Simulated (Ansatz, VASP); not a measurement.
## K: VASP beside Ansatz

The input POSCAR:

```
K
1.0
    4.4833177487     -2.9631300627      0.0000000000
    4.4833177487      2.9631300627      0.0000000000
    0.0000000000      0.0000000000     12.0873459909
K
4
Direct
    0.8500000000      0.1500000000      0.1170000000
    0.6500000000      0.3500000000      0.6170000000
    0.1500000000      0.8500000000      0.8830000000
    0.3500000000      0.6500000000      0.3830000000
```

The input INCAR.step1:

```
SYSTEM = K
ALGO = Normal ; EDIFF = 1E-4
ENCUT = 520 ; GGA = PE
ISMEAR = 0 ; LASPH = .True.
LCHARG = .False. ; LREAL = .False.
LWAVE = .True. ; NBANDS = 26
NELM = 100 ; PREC = Accurate
SIGMA = 0.1
```

File INCAR.step2:

```
SYSTEM = K
ALGO = Normal ; EDIFF = 1E-7
ENCUT = 520 ; ISIF = 2
ISMEAR = 0 ; ISTART = 1
LASPH = .True. ; LCHARG = .False.
LMIXTAU = .True. ; LREAL = .False.
LWAVE = .False. ; METAGGA = R2SCAN
NBANDS = 26 ; NELM = 100
PREC = Accurate ; SIGMA = 0.1
```

The input KPOINTS:

```
k-points
0
Gamma
  4 4 2
  0 0 0
```

Input for Ansatz:

```yaml
crystal:
  lattice:
    - [4.4833177487, -2.9631300627, 0.0]
    - [4.4833177487, 2.9631300627, 0.0]
    - [0.0, 0.0, 12.0873459909]
  atoms:
    - { symbol: K, position: [0.85, 0.15, 0.117] }
    - { symbol: K, position: [0.65, 0.35, 0.617] }
    - { symbol: K, position: [0.15, 0.85, 0.883] }
    - { symbol: K, position: [0.35, 0.65, 0.383] }
basis:
  ecutwfc: 500
kpoints:
  mp_grid: { grid: [4, 4, 2] }
hamiltonian:
  xc: r2scan
scf:
  occupations: { method: gaussian, width: 0.1 }
  lower_state_search: "off"
output:
  forces: true
  stress: true
  eigenvalues: true
```

Alike in both runs: task single point; functional r2SCAN; k mesh 4 × 4 × 2; occupations gaussian, width 0.1 eV; no spin polarisation.

|  | VASP | Ansatz |
| --- | --- | --- |
| version | VASP 6.6.1 | Ansatz 0.2.0 |
| potentials or method | VASP PAW PBE potentials, release 64 (K_sv), cutoff 520 eV | scalar-relativistic, plane waves, PAW |
| valence electrons in the cell | 36 | 36 |

|  | VASP | Ansatz | Ansatz less VASP |
| --- | --- | --- | --- |
| gap on the k mesh at the Fermi level (eV) | none | none | - |
| pressure (GPa) | 0.0 | 0.0 | +0.02 |
| traceless stress, the component that is largest in VASP (GPa) | -1.03 | -1.02 | +0.004 |
| rms of the force components (eV/Å) | 0.268 | 0.267 | -0.0008 |

VASP's potentials were made for PBE, not for r2SCAN. Atom by atom the forces differ by 0.001 eV/Å (rms over components). A gap of «none» marks a metal or a gap that the smearing closes.
